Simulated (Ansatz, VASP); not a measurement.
One calculation of Zn, two programs

```
Zn
1.0
    -1.77182    1.77182    1.26591
     1.77182   -1.77182    1.26591
     1.77182    1.77182   -1.26591
Zn
1
Direct
  0.00000 0.00000 0.00000
```

Alike in both runs: task relaxation of cell and atoms; functional PBE; k mesh 26 × 26 × 26; occupations gaussian, width 0.1 eV; no spin polarisation.

|  | VASP | Ansatz |
| --- | --- | --- |
| version | VASP 6.6.1 | Ansatz 0.2.0 |
| potentials or method | VASP PAW PBE potentials, release 64 (Zn), cutoff 600 eV | scalar-relativistic, plane waves, PAW |
| valence electrons in the cell | 12 | 12 |

VASP gave:

```
gap on the k mesh at the Fermi level, each at its own relaxed structure (eV) : none
relaxed volume (Å³/atom)                                                     : 15.55
relaxed length of the cell vector where the two differ most in proportion (Å)              : 2.767
```

Question: Which values does Ansatz return?

Answer: gap on the k mesh at the Fermi level, each at its own relaxed structure (eV): none; relaxed volume (Å³/atom): 15.49; relaxed length of the cell vector where the two differ most in proportion (Å): 2.763.

A gap of «none» marks a metal or a gap that the smearing closes.
